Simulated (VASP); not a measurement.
# Ca2FeCuC6N6 (Fm-3m) in VASP: single point with PBE

Aim: the single point of Ca2FeCuC6N6 with PBE.

Everything below comes from runs of VASP 6.6.1. Logs are shortened: lines on timing, memory, paths and dates and some standing lists are left out, and cuts for length are marked.

## (1) The cell of the first run

It takes space group Fm-3m (No. 225, cubic). Conventional cell: a = 10.350 Å, b = 10.350 Å, c = 10.350 Å, α = 90.00°, β = 90.00°, γ = 90.00°. Within 4.8 Å of Ca (site symmetry -43m) lie 12 N at 3.69 Å and 12 C at 3.73 Å and 4 Fe at 4.48 Å and 4 Cu at 4.48 Å. Fe (site symmetry m-3m) has 6 C at 1.86 Å within 2.5 Å. Cu (site symmetry m-3m) has 6 N at 2.13 Å within 2.8 Å. Within 1.6 Å of C (site symmetry 4mm) lie 1 N at 1.18 Å. N (site symmetry 4mm) has 1 C at 1.18 Å within 1.6 Å.

## (2) Single point, PBE, collinear spin, ferromagnetic start

Contents of INCAR:

```
  ALGO = Normal
  EDIFF = 1E-6
  ENCUT = 520
  GGA = PE
  ISIF = 2
  ISMEAR = 0
  ISPIN = 2
  LASPH = T
  LCHARG = F
  LMAXMIX = 4
  LORBIT = 11
  LREAL = Auto
  LWAVE = F
  MAGMOM = 0 0 4 1 0 0 0 0 0 0 0 0 0 0 0 0
  NBANDS = 64
  NELM = 150
  PREC = Accurate
  SIGMA = 0.1
```

Contents of KPOINTS:

```
k-points
0
Gamma
  4 4 4
```

Contents of POSCAR:

```
Ca2FeCuC6N6
1.0
    0.0000000000      5.1747834421      5.1747834421
    5.1747834421      0.0000000000      5.1747834421
    5.1747834421      5.1747834421      0.0000000000
Ca Fe Cu C N
2 1 1 6 6
Direct
    0.2500000000      0.2500000000      0.2500000000
    0.7500000000      0.7500000000      0.7500000000
    0.0000000000      0.0000000000      0.0000000000
    0.5000000000      0.5000000000      0.5000000000
    0.8203745903      0.1796254097      0.1796254097
    0.1796254097      0.8203745903      0.1796254097
    0.1796254097      0.1796254097      0.8203745903
    0.1796254097      0.8203745903      0.8203745903
    0.8203745903      0.1796254097      0.8203745903
    0.8203745903      0.8203745903      0.1796254097
    0.7062247971      0.2937752029      0.2937752029
    0.2937752029      0.7062247971      0.2937752029
    0.2937752029      0.2937752029      0.7062247971
    0.2937752029      0.7062247971      0.7062247971
    0.7062247971      0.2937752029      0.7062247971
    0.7062247971      0.7062247971      0.2937752029
```

Potentials or basis: VASP PAW PBE potentials, release 64 (Ca_sv, Fe, Cu, C, N).

Started as:

```bash
$ cat potpaw_PBE.64/Ca_sv/POTCAR potpaw_PBE.64/Fe/POTCAR potpaw_PBE.64/Cu/POTCAR potpaw_PBE.64/C/POTCAR potpaw_PBE.64/N/POTCAR > POTCAR
$ mpirun -np 1 vasp_std > vasp.out
```

OUTCAR:

```text
EDIFF = 1E-6
   ENCUT = 520
   GGA = PE
   ISIF = 2
   ISMEAR = 0
   ISPIN = 2
   LASPH = T
   LORBIT = 11
   LREAL = Auto
   NELM = 150
   PREC = Accurate

 ion  position               nearest neighbor table
   1  0.250  0.250  0.250-
   2  0.750  0.750  0.750-
   3  0.000  0.000  0.000-   5 1.86   6 1.86   7 1.86   8 1.86   9 1.86  10 1.86
   4  0.500  0.500  0.500-  11 2.13  12 2.13  13 2.13  14 2.13  15 2.13  16 2.13
   5  0.820  0.180  0.180-  11 1.18   3 1.86
   6  0.180  0.820  0.180-  12 1.18   3 1.86
   7  0.180  0.180  0.820-  13 1.18   3 1.86
   8  0.180  0.820  0.820-  14 1.18   3 1.86
   9  0.820  0.180  0.820-  15 1.18   3 1.86
  10  0.820  0.820  0.180-  16 1.18   3 1.86
  11  0.706  0.294  0.294-   5 1.18   4 2.13
  12  0.294  0.706  0.294-   6 1.18   4 2.13
  13  0.294  0.294  0.706-   7 1.18   4 2.13
  14  0.294  0.706  0.706-   8 1.18   4 2.13
  15  0.706  0.294  0.706-   9 1.18   4 2.13
  16  0.706  0.706  0.294-  10 1.18   4 2.13

  LATTYP: Found a face centered cubic cell.
 ALAT       =    10.3495668842

  Lattice vectors:

 A1 = (   0.0000000000,   5.1747834421,   5.1747834421)
 A2 = (   5.1747834421,   0.0000000000,   5.1747834421)
 A3 = (   5.1747834421,   5.1747834421,   0.0000000000)

Analysis of symmetry for initial positions (statically):
=====================================================================
 Subroutine PRICEL returns:
 Original cell was already a primitive cell.

 Routine SETGRP: Setting up the symmetry group for a
 face centered cubic supercell.

 Subroutine GETGRP returns: Found 48 space group operations
 (whereof 48 operations were pure point group operations)
 out of a pool of 48 trial point group operations.

The static configuration has the point symmetry O_h .

Analysis of symmetry for dynamics (positions and initial velocities):
=====================================================================
 Subroutine PRICEL returns:
 Original cell was already a primitive cell.

 Routine SETGRP: Setting up the symmetry group for a
 face centered cubic supercell.

 Subroutine GETGRP returns: Found 48 space group operations
 (whereof 48 operations were pure point group operations)
 out of a pool of 48 trial point group operations.

The dynamic configuration has the point symmetry O_h .

Analysis of structural, dynamic, and magnetic symmetry:
[... 162 lines left out ...]
 number of electron      93.0000015 magnetization      -0.0023200

 Free energy of the ion-electron system (eV)
  ---------------------------------------------------
  ext. energy  EPLUGINS =         0.00000000
  ---------------------------------------------------
  free energy    TOTEN  =      -116.98058460 eV

  energy without entropy =     -116.95132717  energy(sigma->0) =     -116.96595588

 E-fermi :   3.0925     XC(G=0):  -8.3361

 val. band max:        3.0677406787   @ k =   0.0000   0.0000   0.0000
 cond. band min:       3.1319886104   @ k =   0.5000   0.5000   0.0000
 fundamental gap:      0.0642479316
 Fermi energy:         3.0924881451

 spin component 1

 k-point     1 :       0.0000    0.0000    0.0000
  band No.  band energies     occupation
      1     -41.9871      1.00000
      2     -41.9869      1.00000
      3     -22.9022      1.00000
      4     -22.9022      1.00000
      5     -22.9022      1.00000
      6     -22.9007      1.00000
[... 477 lines left out ...]
     57       3.9921      0.00000
     58       3.9921      0.00000
 Fermi energy:         3.0924881451

 spin component 2

 k-point     1 :       0.0000    0.0000    0.0000
  band No.  band energies     occupation
      1     -41.9875      1.00000
      2     -41.9873      1.00000
      3     -22.9026      1.00000
      4     -22.9026      1.00000
      5     -22.9026      1.00000
      6     -22.9011      1.00000
[... 477 lines left out ...]
     57       3.9912      0.00000
     58       3.9912      0.00000
 [bands above 58 left out]

------------------------ aborting loop because EDIFF is reached ----------------------------------------

  FORCE on cell =-STRESS in cart. coord.  units (eV):
  Direction    XX          YY          ZZ          XY          YZ          ZX
  --------------------------------------------------------------------------------------
  -------------------------------------------------------------------------------------
  Total        1.0499178      1.0499178      1.0499178     -0.0000000     -0.0000000     -0.0000000
  in kB        6.0695899      6.0695899      6.0695899     -0.0000000     -0.0000000     -0.0000000
  external PRESSURE =       6.0695899 kB  Pullay stress =       0.0000000 kB

 VOLUME and BASIS-vectors are now :
 -----------------------------------------------------------------------------
  energy-cutoff  :      520.00
  volume of cell :      277.14
      direct lattice vectors                 reciprocal lattice vectors
     0.000000000  5.174783442  5.174783442    -0.096622401  0.096622401  0.096622401
     5.174783442  0.000000000  5.174783442     0.096622401 -0.096622401  0.096622401
     5.174783442  5.174783442  0.000000000     0.096622401  0.096622401 -0.096622401

 POSITION                                       TOTAL-FORCE (eV/Angst)
 -----------------------------------------------------------------------------------
      2.58739      2.58739      2.58739         0.000000      0.000000     -0.000000
      7.76218      7.76218      7.76218        -0.000000      0.000000     -0.000000
      0.00000      0.00000      0.00000         0.000000      0.000000     -0.000000
      5.17478      5.17478      5.17478        -0.000000      0.000000     -0.000000
      1.85905      5.17478      5.17478        -0.320213      0.000000     -0.000000
      5.17478      1.85905      5.17478         0.000000     -0.320213     -0.000000
[... 8 lines left out ...]
      5.17478      7.30912      5.17478         0.000000     -0.328952     -0.000000
      5.17478      5.17478      7.30912         0.000000      0.000000     -0.328952
 -----------------------------------------------------------------------------------
    total drift:                               -0.000000      0.000000      0.000000

  FREE ENERGIE OF THE ION-ELECTRON SYSTEM (eV)
  ---------------------------------------------------
  free  energy   TOTEN  =      -116.9805846030 eV

  energy  without entropy=     -116.9513271656  energy(sigma->0) =     -116.96595588

 total charge

# of ion       s       p       d       tot
------------------------------------------
    1        2.042   5.805   0.100   7.947
    2        2.042   5.805   0.100   7.947
    3        0.572   1.110   6.677   8.359
    4        0.251   0.305   9.301   9.856
    5        0.962   1.631   0.000   2.592
    6        0.962   1.631   0.000   2.592
[... 8 lines left out ...]
   15        1.314   2.540   0.000   3.854
   16        1.314   2.540   0.000   3.854
--------------------------------------------------
tot         18.561  38.047  16.178  72.786

 magnetization (x)

# of ion       s       p       d       tot
------------------------------------------
    1       -0.000   0.000  -0.000  -0.000
    2       -0.000   0.000  -0.000  -0.000
    3       -0.000  -0.000  -0.000  -0.000
    4       -0.000  -0.000   0.000   0.000
    5       -0.000  -0.000   0.000  -0.000
    6       -0.000  -0.000   0.000  -0.000
[... 8 lines left out ...]
   15       -0.000  -0.000   0.000  -0.000
   16       -0.000  -0.000   0.000  -0.000
--------------------------------------------------
tot         -0.000  -0.000  -0.001  -0.001
```

OSZICAR:

```text
N       E                     dE             d eps       ncg     rms          rms(c)
DAV:   1     0.981344012676E+03    0.98134E+03   -0.40739E+04  2048   0.141E+03
DAV:   2     0.443776096541E+02   -0.93697E+03   -0.86633E+03  2176   0.387E+02
DAV:   3    -0.122957538377E+03   -0.16734E+03   -0.16325E+03  3008   0.166E+02
[... 23 lines left out ...]
DAV:  27    -0.116980586425E+03    0.53486E-05   -0.22765E-05  2872   0.243E-02    0.121E-02
DAV:  28    -0.116980587847E+03   -0.14212E-05   -0.32227E-05  2288   0.218E-02    0.127E-02
DAV:  29    -0.116980586022E+03    0.18247E-05   -0.31448E-06  1912   0.715E-03    0.100E-02
DAV:  30    -0.116980584634E+03    0.13879E-05   -0.78560E-06  2152   0.115E-02    0.660E-03
DAV:  31    -0.116980584603E+03    0.30905E-07   -0.35784E-07  1608   0.380E-03
   1 F= -.11698058E+03 E0= -.11696596E+03  d E =-.292574E-01  mag=    -0.0014
```

Wall time 30 min (1 thread of Intel Xeon Platinum 8375C at 2.90GHz (Ice Lake), shared host); peak memory 0.64 GiB.

Results:

| Item | Value |
| --- | --- |
| Free energy | -116.9806 eV |
| Pressure | 0.6 GPa |
| Largest force | 0.329 eV/Å |
| Net moment | 0.00 μB per cell |
| Valence electrons inside the program's atomic spheres | Ca 7.95; Fe 8.36; Cu 9.86; C 2.59; N 3.85 |

Forces on the atoms (eV/Å):
```
Ca   0.000  0.000  0.000
Ca   0.000  0.000  0.000
Fe   0.000  0.000  0.000
Cu   0.000  0.000  0.000
C   -0.320  0.000  0.000
C    0.000 -0.320  0.000
C    0.000  0.000 -0.320
C    0.320  0.000  0.000
C    0.000  0.320  0.000
C    0.000  0.000  0.320
N    0.329  0.000  0.000
N    0.000  0.329  0.000
N    0.000  0.000  0.329
N   -0.329  0.000  0.000
N    0.000 -0.329  0.000
N    0.000  0.000 -0.329
```
